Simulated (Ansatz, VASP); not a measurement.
This is a calculation of MnPt2 for VASP 6.6.1.

File INCAR:

```
  ALGO = Fast
  EDIFF = 1E-7
  ENCUT = 520
  GGA = CA
  ISIF = 2
  ISMEAR = -1
  ISPIN = 2
  LASPH = T
  LCHARG = F
  LMAXMIX = 4
  LORBIT = 11
  LREAL = F
  LWAVE = F
  MAGMOM = 0 0 4
  NBANDS = 28
  NELM = 150
  PREC = Accurate
  SIGMA = 0.05
```

KPOINTS

```
k-points
0
Gamma
  11 11 4
```

File POSCAR:

```
MnPt2
1.0
    2.8392199513      0.0000000000      0.0000000000
   -1.4196099756      2.4588366048      0.0000000000
    0.0000000000      0.0000000000      6.4886603702
Pt Mn
2 1
Direct
    0.6666666667      0.3333333333      0.3162060000
    0.3333333333      0.6666666667      0.6837940000
    0.0000000000      0.0000000000      0.0000000000
```

Potentials or basis: VASP PAW LDA potentials, release 64 (Pt, Mn_pv).

Launch:

```bash
$ cat potpaw_LDA.64/Pt/POTCAR potpaw_LDA.64/Mn_pv/POTCAR > POTCAR
$ mpirun -np 1 vasp_std > vasp.out
```

Problem. Translate it to Ansatz 0.2.0. Potentials there: all-electron LAPW, scalar-relativistic.

Solution. As run (the cutoff follows the program's own potentials):

The input input.yaml:

```yaml
crystal:
  lattice:
    - [2.8392199513, 0.0, 0.0]
    - [-1.4196099756, 2.4588366048, 0.0]
    - [0.0, 0.0, 6.4886603702]
  atoms:
    - { symbol: Pt, position: [0.6666666667, 0.3333333333, 0.316206] }
    - { symbol: Pt, position: [0.3333333333, 0.6666666667, 0.683794] }
    - { symbol: Mn, position: [0.0, 0.0, 0.0], spin: 4.0 }
kpoints:
  mp_grid: { grid: [11, 11, 4] }
scf:
  occupations: { method: fermi_dirac, width: 0.05 }
hamiltonian:
  xc: lda
  pseudopotentials: { kind: all_electron, lapw: { basis_error: 0.002 } }
magnetization:
  spin_polarized: true
output:
  forces: true
  stress: true
  eigenvalues: true
```

Potentials or basis: all-electron LAPW, scalar-relativistic.

Command:

```console
$ ansatz run input.yaml --threads 4 --pin off --max-ram 12288MiB --backend cpu --events-out ev --progress --plain --runs-dir out
```

Both were run:

|  | VASP | Ansatz | Ansatz less VASP |
| --- | --- | --- | --- |
| gap on the k mesh at the Fermi level (eV) | none | none | - |
| pressure (GPa) | -13.3 | -12.9 | +0.40 |
| traceless stress, the component that is largest in VASP (GPa) | 2.66 | 2.49 | -0.165 |
| rms of the force components (eV/Å) | 0.031 | 0.024 | -0.0071 |
| net moment per atom (μB) | 1.35 | 1.38 | +0.039 |
| size of the moment on the site where the two differ most (μB) | 3.39 | 3.53 | +0.133 |

LDA's correlation is that of Perdew and Zunger in VASP and of Perdew and Wang (1992) in Ansatz. Site moments also hang on the region over which each program counts them. Atom by atom the forces differ by 0.007 eV/Å (rms over components). A gap of «none» marks a metal or a gap that the smearing closes. Ansatz ran all-electron here, and VASP with PAW potentials.

Neither program's run includes spin-orbit coupling.
